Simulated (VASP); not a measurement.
# BN (P6_3mc) in VASP: a series of runs

The runs below take BN through single point, with PBE, r2SCAN.

Program: VASP 6.6.1. These are calculated values, not measurements. Logs are shortened: lines on timing, memory, paths and dates and some standing lists are left out, and cuts for length are marked.

**1. The cell of the first run**

The structure is hexagonal, space group P6_3mc (No. 186). The conventional cell has a = 2.544 Å, b = 2.544 Å, c = 4.208 Å, α = 90.00°, β = 90.00°, γ = 120.00°. B (site symmetry 3m) has 4 N at 1.56 to 1.58 Å within 2.1 Å. N (site symmetry 3m) has 4 B at 1.56 to 1.58 Å within 2.1 Å.

**2. Single point, PBE**

INCAR reads:

```
  PREC = Accurate
  ENCUT = 520
  EDIFF = 1E-6
  ISMEAR = 0
  SIGMA = 0.01
  LREAL = False
  LASPH = True
  NELM = 80
  ALGO = Normal
  ISIF = 2
  LWAVE = False
  LCHARG = True
  GGA = PE
  LELF = True
  LVHAR = True
  NBANDS = 16
```

KPOINTS reads:

```
Automatic mesh
0
Gamma
  9 9 6
```

POSCAR reads:

```
BN
1.0
    2.5439493169      0.0000000000      0.0000000000
   -1.2719746584      2.2031247344      0.0000000000
    0.0000000000      0.0000000000      4.2078167860
B N
2 2
Direct
    0.6666666667      0.3333333333      0.0002035744
    0.3333333333      0.6666666667      0.5002035744
    0.6666666667      0.3333333333      0.3747964256
    0.3333333333      0.6666666667      0.8747964256
```

Potentials or basis: VASP PAW PBE potentials, release 64 (B, N).

Started as:

```bash
$ cat potpaw_PBE.64/B/POTCAR potpaw_PBE.64/N/POTCAR > POTCAR
$ mpirun -np 1 vasp_std > vasp.out
```

OUTCAR:

```text
PREC = Accurate
   ENCUT = 520
   EDIFF = 1E-6
   ISMEAR = 0
   LREAL = False
   LASPH = True
   NELM = 80
   ISIF = 2
   GGA = PE

 ion  position               nearest neighbor table
   1  0.667  0.333  0.000-   4 1.56   4 1.56   4 1.56   3 1.58
   2  0.333  0.667  0.500-   3 1.56   3 1.56   3 1.56   4 1.58
   3  0.667  0.333  0.375-   2 1.56   2 1.56   2 1.56   1 1.58
   4  0.333  0.667  0.875-   1 1.56   1 1.56   1 1.56   2 1.58

  LATTYP: Found a hexagonal cell.
 ALAT       =     2.5439493169
 C/A-ratio  =     1.6540489852

  Lattice vectors:

 A1 = (   2.5439493169,   0.0000000000,   0.0000000000)
 A2 = (  -1.2719746584,   2.2031247344,   0.0000000000)
 A3 = (   0.0000000000,   0.0000000000,   4.2078167860)

Analysis of symmetry for initial positions (statically):
=====================================================================
 Subroutine PRICEL returns:
 Original cell was already a primitive cell.

 Routine SETGRP: Setting up the symmetry group for a
 hexagonal supercell.

 Subroutine GETGRP returns: Found 12 space group operations
 (whereof  6 operations were pure point group operations)
 out of a pool of 24 trial point group operations.

The static configuration has the point symmetry C_3v.
 The point group associated with its full space group is C_6v.

Analysis of symmetry for dynamics (positions and initial velocities):
=====================================================================
 Subroutine PRICEL returns:
 Original cell was already a primitive cell.

 Routine SETGRP: Setting up the symmetry group for a
 hexagonal supercell.

 Subroutine GETGRP returns: Found 12 space group operations
 (whereof  6 operations were pure point group operations)
 out of a pool of 24 trial point group operations.

The dynamic configuration has the point symmetry C_3v.
 The point group associated with its full space group is C_6v.

 Subroutine INISYM returns: Found 12 space group operations
 (whereof  6 operations are pure point group operations),
 and found     1 'primitive' translations

----------------------------------------------------------------------------------------

                                     Primitive cell

  volume of cell :      23.5833

  direct lattice vectors                    reciprocal lattice vectors
     2.543949317  0.000000000  0.000000000     0.393089592  0.226950382  0.000000000
    -1.271974658  2.203124734  0.000000000     0.000000000  0.453900764  0.000000000
     0.000000000  0.000000000  4.207816786     0.000000000  0.000000000  0.237652933

  length of vectors
     2.543949317  2.543949317  4.207816786     0.453900764  0.453900764  0.237652933

  position of ions in fractional coordinates (direct lattice)
     0.666666667  0.333333333  0.000203574
     0.333333333  0.666666667  0.500203574
     0.666666667  0.333333333  0.374796426
     0.333333333  0.666666667  0.874796426

  ion indices of the primitive-cell ions
   primitive index   ion index
                 1           1
                 2           2
                 3           3
                 4           4

----------------------------------------------------------------------------------------

 KPOINTS: Automatic mesh

Automatic generation of k-mesh.
 Grid dimensions read from file:
 generate k-points for:    9    9    6

 Generating k-lattice:

  Cartesian coordinates                     Fractional coordinates (reciprocal lattice)
     0.043676621  0.025216709  0.000000000     0.111111111  0.000000000  0.000000000
     0.000000000  0.050433418  0.000000000     0.000000000  0.111111111  0.000000000
     0.000000000  0.000000000  0.039608822     0.000000000  0.000000000  0.166666667

  Length of vectors
     0.050433418  0.050433418  0.039608822

  Shift w.r.t. Gamma in fractional coordinates (k-lattice)
     0.000000000  0.000000000  0.000000000

 Subroutine IBZKPT returns following result:
 ===========================================

 Found     48 irreducible k-points:

 Following reciprocal coordinates:
            Coordinates               Weight
  0.000000  0.000000  0.000000      1.000000
  0.111111  0.000000  0.000000      6.000000
  0.222222  0.000000  0.000000      6.000000
  0.333333  0.000000  0.000000      6.000000
  0.444444  0.000000  0.000000      6.000000
  0.111111  0.111111  0.000000      6.000000
[... 16 lines left out ...]
  0.333333  0.222222  0.166667     24.000000
  0.333333  0.333333  0.166667      4.000000
 [... further k-points ...]
   k-points           NKPTS =     48   k-points in BZ     NKDIM =     48   number of bands    NBANDS=     16
   number of dos      NEDOS =    301   number of ions     NIONS =      4
   total plane-waves  NPLWV =  12800
   dimension x,y,z NGX =    20 NGY =   20 NGZ =   32
   dimension x,y,z NGXF=    40 NGYF=   40 NGZF=   64
   ions per type =               2   2
   NGX,Y,Z   is equivalent  to a cutoff of  13.07, 13.07, 12.64 a.u.
   NGXF,Y,Z  is equivalent  to a cutoff of  26.14, 26.14, 25.29 a.u.
 SYSTEM =  unknown system
   PREC   = accura    normal or accurate (medium, high low for compatibility)
   ISTART =      0    job   : 0-new  1-cont  2-samecut
   ICHARG =      2    charge: 1-file 2-atom 10-const
   ISPIN  =      1    spin polarized calculation?
   LNONCOLLINEAR =      F non collinear calculations
   LSORBIT =      F    spin-orbit coupling
   LASPH  =      T    aspherical Exc in radial PAW
   ENCUT  =  520.0 eV  38.22 Ry    6.18 a.u.   4.73  4.73  7.82*2*pi/ulx,y,z
   NELM   =     80;   NELMIN=  2; NELMDL= -5     # of ELM steps
   EDIFF  = 0.1E-05   stopping-criterion for ELM
   LREAL  =      F    real-space projection
   EDIFFG = 0.1E-04   stopping-criterion for IOM
   NSW    =      0    number of steps for IOM
   IBRION =     -1    ionic relax: 0-MD 1-quasi-New 2-CG
   NFREE  =      0    steps in history (QN), initial steepest desc. (CG)
   ISIF   =      2    stress and relaxation
   ISYM   =      2    0-nonsym 1-usesym 2-fastsym
   POTIM  = 0.5000    time-step for ionic-motion
   TEBEG  =    0.0;   TEEND  =   0.0 temperature during run
   PSTRESS=    0.0 pullay stress
   NELECT =      16.0000    total number of electrons
   NUPDOWN=      -1.0000    fix difference up-down
   EMIN   =  10.00;   EMAX   =-10.00  energy-range for DOS
   EFERMI =   0.00;   METHOD = LEGACY
   ISMEAR =     0;   SIGMA  =   0.01  broadening in eV -4-tet -1-fermi 0-gaus
   EFERMI_NEDOS =   21; number of points for ismear=-14 and -15
   IALGO  =     38    algorithm
   IMIX   =      4    mixing-type and parameters
     AMIX     =   0.40;   BMIX     =  1.00
     AMIX_MAG =   1.60;   BMIX_MAG =  1.00
  volume/ion in A,a.u.               =       5.90        39.79
  Fermi-wavevector in a.u.,A,eV,Ry     =   1.438512  2.718393 28.154749  2.069316
  Thomas-Fermi vector in A             =   2.557470
   LORBIT       =      0    0 simple, 1 ext, 2 COOP (PROOUT), +10 PAW based schemes
   GGA     = PE    functional components
   LHFCALC =     F    Hartree Fock is set to
   AEXX    =    0.0000 exact exchange contribution
   IVDW    =     0    specifies the selected vdW correction
   LEPSILON=     F    determine dielectric tensor
   LRPA    =     F    only Hartree local field effects (RPA)
 non-spin polarized calculation
 Gauss-broadening in eV      SIGMA  =   0.01
  energy-cutoff  :      520.00
  volume of cell :       23.58
 maximum number of plane-waves:       652
 NGX is ok and might be reduce to    20
   NGX =  9   NGY =  9   NGZ = 15

 number of electron      16.0000000 magnetization

 Free energy of the ion-electron system (eV)
  ---------------------------------------------------
  ext. energy  EPLUGINS =         0.00000000
  ---------------------------------------------------
  free energy    TOTEN  =       -34.82753904 eV

  energy without entropy =      -34.82753904  energy(sigma->0) =      -34.82753904

 E-fermi :   7.6224     XC(G=0): -12.8219

 val. band max:        7.5828171918   @ k =   0.0000   0.0000   0.0000
 cond. band min:      12.7723228235   @ k =   0.3333   0.3333   0.0000
 fundamental gap:      5.1895056317
 Fermi energy:         7.6224189207

 k-point     1 :       0.0000    0.0000    0.0000
  band No.  band energies     occupation
      1     -12.8454      2.00000
      2      -8.6821      2.00000
      3      -3.3541      2.00000
      4       5.4547      2.00000
      5       5.4547      2.00000
      6       7.3145      2.00000
[... 8 lines left out ...]
     15      19.5006      0.00000
     16      23.8289      0.00000

 k-point     2 :       0.1111    0.0000    0.0000
  band No.  band energies     occupation
      1     -12.5767      2.00000
      2      -8.4775      2.00000
      3      -3.0881      2.00000
      4       4.2783      2.00000
      5       4.9756      2.00000
      6       6.6037      2.00000
[... 8 lines left out ...]
     15      20.2638      0.00000
     16      23.4139      0.00000

 k-point     3 :       0.2222    0.0000    0.0000
  band No.  band energies     occupation
      1     -11.7869      2.00000
      2      -7.9194      2.00000
      3      -2.3093      2.00000
      4       1.7790      2.00000
      5       4.0039      2.00000
      6       4.4258      2.00000
[... 8 lines left out ...]
     15      22.0710      0.00000
     16      22.7863      0.00000

 k-point     4 :       0.3333    0.0000    0.0000
  band No.  band energies     occupation
      1     -10.5445      2.00000
      2      -7.2757      2.00000
      3      -1.1167      2.00000
      4      -0.6323      2.00000
      5       2.0505      2.00000
      6       3.1350      2.00000
[... 8 lines left out ...]
     15      23.4153      0.00000
     16      24.0192      0.00000
[... 324 lines left out ...]
 k-point    22 :       0.2222    0.2222    0.1667
  band No.  band energies     occupation
      1      -9.7051      2.00000
      2      -7.2745      2.00000
      3      -0.9071      2.00000
      4       0.1533      2.00000
      5       0.8828      2.00000
      6       2.0610      2.00000
[... 8 lines left out ...]
     15      22.8442      0.00000
     16      23.9249      0.00000

 k-point    23 :       0.3333    0.2222    0.1667
  band No.  band energies     occupation
      1      -8.4040      2.00000
      2      -7.1544      2.00000
      3      -1.5435      2.00000
      4      -0.4434      2.00000
      5       0.5670      2.00000
      6       1.8946      2.00000
[... 8 lines left out ...]
     15      23.5506      0.00000
     16      24.0910      0.00000

 k-point    24 :       0.3333    0.3333    0.1667
  band No.  band energies     occupation
      1      -7.4953      2.00000
      2      -7.4953      2.00000
      3      -1.4944      2.00000
      4      -0.2438      2.00000
      5      -0.2438      2.00000
      6       1.7310      2.00000
[... 8 lines left out ...]
     15      23.6617      0.00000
     16      23.6617      0.00000

 [... further k-points ...]
[... 5 lines left out ...]
  --------------------------------------------------------------------------------------
  -------------------------------------------------------------------------------------
  Total        0.7349636      0.7349636      0.7102331      0.0000000      0.0000000      0.0000000
  in kB       49.9312076     49.9312076     48.2510912      0.0000000      0.0000000      0.0000000
  external PRESSURE =      49.3711688 kB  Pullay stress =       0.0000000 kB

 VOLUME and BASIS-vectors are now :
 -----------------------------------------------------------------------------
  energy-cutoff  :      520.00
  volume of cell :       23.58
      direct lattice vectors                 reciprocal lattice vectors
     2.543949317  0.000000000  0.000000000     0.393089592  0.226950382  0.000000000
    -1.271974658  2.203124734  0.000000000     0.000000000  0.453900764  0.000000000
     0.000000000  0.000000000  4.207816786     0.000000000  0.000000000  0.237652933

 POSITION                                       TOTAL-FORCE (eV/Angst)
 -----------------------------------------------------------------------------------
      1.27197      0.73437      0.00086        -0.000000      0.000000      0.008808
     -0.00000      1.46875      2.10476        -0.000000      0.000000      0.008808
      1.27197      0.73437      1.57707         0.000000     -0.000000     -0.008808
     -0.00000      1.46875      3.68098         0.000000     -0.000000     -0.008808
 -----------------------------------------------------------------------------------
    total drift:                               -0.000000     -0.000000     -0.000415

  FREE ENERGIE OF THE ION-ELECTRON SYSTEM (eV)
  ---------------------------------------------------
  free  energy   TOTEN  =       -34.8275390430 eV

  energy  without entropy=      -34.8275390430  energy(sigma->0) =      -34.82753904
```

Run time: 6.6 s. Hardware: 1 thread of Intel Xeon 6975P-C (Granite Rapids), shared host; peak memory 0.13 GiB.

Results:

```
Free energy            : -34.8275 eV
Pressure               : 4.9 GPa
Largest force          : 0.009 eV/Å
Band gap on the k mesh : 5.19 eV, indirect (least direct gap 8.29 eV)
```

Forces in eV/Å, atoms in the order of the input:
```
B    0.000  0.000  0.009
B    0.000  0.000  0.009
N    0.000  0.000 -0.009
N    0.000  0.000 -0.009
```

Stress tensor (GPa, compression positive):
```
4.99 0.00 0.00
0.00 4.99 0.00
0.00 0.00 4.83
```

A k mesh can miss the band edges. PBE gaps usually lie below the measured ones, often by a third to a half.

**3. Single point, PBE**

INCAR reads:

```
SYSTEM = BN
  PREC = Accurate
  ENCUT = 520
  EDIFF = 1E-6
  ISMEAR = 0
  SIGMA = 0.01
  LREAL = .FALSE.
  LASPH = .TRUE.
  NELM = 60
  ALGO = Normal
  ISIF = 2
  LWAVE = .FALSE.
  LCHARG = .FALSE.
  GGA = PE
  NBANDS = 16
```

KPOINTS reads:

```
Automatic mesh
0
G
  9 9 6
  0 0 0
```

POSCAR is that of step 2.

Potentials or basis: VASP PAW PBE potentials, release 64 (B, N).

Started as:

```bash
$ cat potpaw_PBE.64/B/POTCAR potpaw_PBE.64/N/POTCAR > POTCAR
$ mpirun -np 1 vasp_std > vasp.out
```

It took 6.5 s on 1 thread of Intel Xeon 6975P-C (Granite Rapids), shared host; peak memory 0.13 GiB.

Results (log left out):

- Free energy: -34.8275 eV
- Pressure: 4.9 GPa
- Largest force: 0.009 eV/Å
- Band gap on the k mesh: 5.19 eV, indirect (least direct gap 8.29 eV)

Forces in eV/Å, atoms in the order of the input:
```
B    0.000  0.000  0.009
B    0.000  0.000  0.009
N    0.000  0.000 -0.009
N    0.000  0.000 -0.009
```

Stress tensor (GPa, compression positive):
```
4.99 0.00 0.00
0.00 4.99 0.00
0.00 0.00 4.83
```

Levels at points of the mesh, in eV from the valence-band top:
```csv
k point,band 6,band 7,band 8,band 9,band 10,band 11
"(0.00, 0.00, 0.00)",-0.27,0.00,0.00,8.38,8.38,8.62
"(0.00, 0.00, 0.50)",-1.18,-1.18,-1.18,9.52,9.52,9.94
```

A k mesh can miss the band edges. Expect the measured gap to be larger: semilocal functionals such as PBE lack the derivative discontinuity.

**4. Single point, r2SCAN**

POSCAR is that of step 3.

INCAR.step1 reads:

```
SYSTEM = BN
PREC = Accurate ; ENCUT = 520
ISMEAR = 0 ; SIGMA = 0.01
LREAL = .False. ; LASPH = .True.
NELM = 80 ; NBANDS = 16
GGA = PE ; ALGO = Normal
EDIFF = 1E-4 ; LWAVE = .True.
LCHARG = .False.
```

INCAR.step2 reads:

```
SYSTEM = BN
PREC = Accurate ; ENCUT = 520
EDIFF = 1E-6 ; ISMEAR = 0
SIGMA = 0.01 ; LREAL = .False.
LASPH = .True. ; NELM = 80
ALGO = Normal ; ISIF = 2
LWAVE = .False. ; LCHARG = .False.
METAGGA = R2SCAN ; LMIXTAU = .True.
NBANDS = 16 ; ISTART = 1
```

KPOINTS reads:

```
regular mesh
0
Gamma
  9 9 6
  0 0 0
```

Started as:

```bash
$ cat potpaw_PBE.64/B/POTCAR potpaw_PBE.64/N/POTCAR > POTCAR
$ cp INCAR.step1 INCAR
$ mpirun -np 1 vasp_std > vasp.out
$ cp INCAR.step2 INCAR
$ mpirun -np 1 vasp_std > vasp.out
```

Wall time 27 s (1 thread of Intel Xeon 6975P-C (Granite Rapids), shared host); peak memory 0.14 GiB.

It converged, with:

* Free energy: -38.2661 eV
* Pressure: 1.1 GPa
* Band gap on the k mesh: 5.72 eV, indirect (least direct gap 8.97 eV)

Forces on the atoms (eV/Å):
```
B    0.000  0.000  0.002
B    0.000  0.000  0.002
N    0.000  0.000 -0.002
N    0.000  0.000 -0.002
```

Levels at points of the mesh, in eV from the valence-band top:
| k point | band 6 | band 7 | band 8 | band 9 | band 10 | band 11 |
| --- | --- | --- | --- | --- | --- | --- |
| (0.00, 0.00, 0.00) | -0.27 | 0.00 | 0.00 | 9.08 | 9.08 | 9.31 |
| (0.00, 0.00, 0.50) | -1.22 | -1.22 | -1.22 | 10.25 | 10.25 | 10.69 |

Caveat: the PAW data sets were made with another functional, which shifts forces and pressure a little. r2SCAN opens gaps a little over a GGA but as a rule still falls short of measured ones.

**5. Single point, r2SCAN**

POSCAR is that of step 4.

INCAR.step1 reads:

```
ALGO = Normal ; EDIFF = 1E-4
ENCUT = 520 ; GGA = PE
ISMEAR = 0 ; LASPH = T
LCHARG = F ; LREAL = F
LWAVE = T ; NBANDS = 16
NELM = 100 ; PREC = Accurate
SIGMA = 0.01
```

INCAR.step2 reads:

```
ALGO = Normal ; EDIFF = 1E-6
ENCUT = 520 ; ISIF = 2
ISMEAR = 0 ; ISTART = 1
LASPH = T ; LCHARG = F
LMIXTAU = T ; LREAL = F
LWAVE = F ; METAGGA = R2SCAN
NBANDS = 16 ; NELM = 100
PREC = Accurate ; SIGMA = 0.01
```

KPOINTS reads:

```
k-points
0
Gamma
  9 9 6
```

Started as:

```bash
$ cat potpaw_PBE.64/B/POTCAR potpaw_PBE.64/N/POTCAR > POTCAR
$ cp INCAR.step1 INCAR
$ mpirun -np 1 vasp_std > vasp.out
$ cp INCAR.step2 INCAR
$ mpirun -np 1 vasp_std > vasp.out
```

Run time: 26 s. Hardware: 1 thread of Intel Xeon 6975P-C (Granite Rapids), shared host; peak memory 0.14 GiB.

Results (log left out):

```yaml
Free_energy: -38.2661 eV
Pressure: 1.1 GPa
Band_gap_on_the_k_mesh: 5.72 eV, indirect (least direct gap 8.97 eV)
```

Forces in eV/Å, atoms in the order of the input:
```
B    0.000  0.000  0.002
B    0.000  0.000  0.002
N    0.000  0.000 -0.002
N    0.000  0.000 -0.002
```

Levels at points of the mesh, in eV from the valence-band top:
| k point | band 6 | band 7 | band 8 | band 9 | band 10 | band 11 |
| --- | --- | --- | --- | --- | --- | --- |
| (0.00, 0.00, 0.00) | -0.27 | 0.00 | 0.00 | 9.08 | 9.08 | 9.31 |
| (0.00, 0.00, 0.50) | -1.22 | -1.22 | -1.22 | 10.25 | 10.25 | 10.69 |

Caveat: the PAW data sets were made with another functional, which shifts forces and pressure a little.
